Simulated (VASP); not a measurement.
Set up this calculation in VASP 6.6.1, as the native input.

```
Task                   : single point
Functional             : PBEsol
Potentials or basis    : VASP PAW PBE potentials, release 64 (Sr_sv, Tl_d)
Cutoff                 : 520 eV
k mesh                 : 12 × 12 × 12
Occupations            : gaussian, width 0.15 eV
Spin                   : no spin polarisation
Dipole correction      : no
Further INCAR settings : ALGO = Normal; EDIFF = 1e-06; NBANDS = 18
```

The structure of SrTl lies in POSCAR:

```
SrTl
1.0
    4.2336000000      0.0000000000      0.0000000000
    0.0000000000      4.2336000000      0.0000000000
    0.0000000000      0.0000000000      4.2336000000
Sr Tl
1 1
Direct
    0.0000000000      0.0000000000      0.0000000000
    0.5000000000      0.5000000000      0.5000000000
```

This cell differs from its parent crystal: strain +0.050 along x and y, +0.050 along z.

These files were run (other wordings do the same):

INCAR

```
PREC = Accurate ; ENCUT = 520
EDIFF = 1E-6 ; ISMEAR = 0
SIGMA = 0.15 ; LREAL = False
LASPH = True ; NELM = 60
ALGO = Normal ; ISIF = 2
LWAVE = False ; LCHARG = False
GGA = PS ; NBANDS = 18
```

KPOINTS

```
Automatic mesh
0
Gamma
  12 12 12
```

Potentials or basis: VASP PAW PBE potentials, release 64 (Sr_sv, Tl_d).

The run is started by

```bash
$ cat potpaw_PBE.64/Sr_sv/POTCAR potpaw_PBE.64/Tl_d/POTCAR > POTCAR
$ mpirun -np 1 vasp_std > vasp.out
```

Results of the run:

```json
{
 "Pressure": "-3.2 GPa"
}
```

Caveat: the cell differs from its parent crystal (strain +0.050 along x and y, +0.050 along z); the PAW data sets were made with another functional, which shifts forces and pressure a little.

It took 28 s on 1 thread of Intel(R) Xeon(R) 6975P-C (Granite Rapids), on a shared host, peak memory 0.26 GiB.
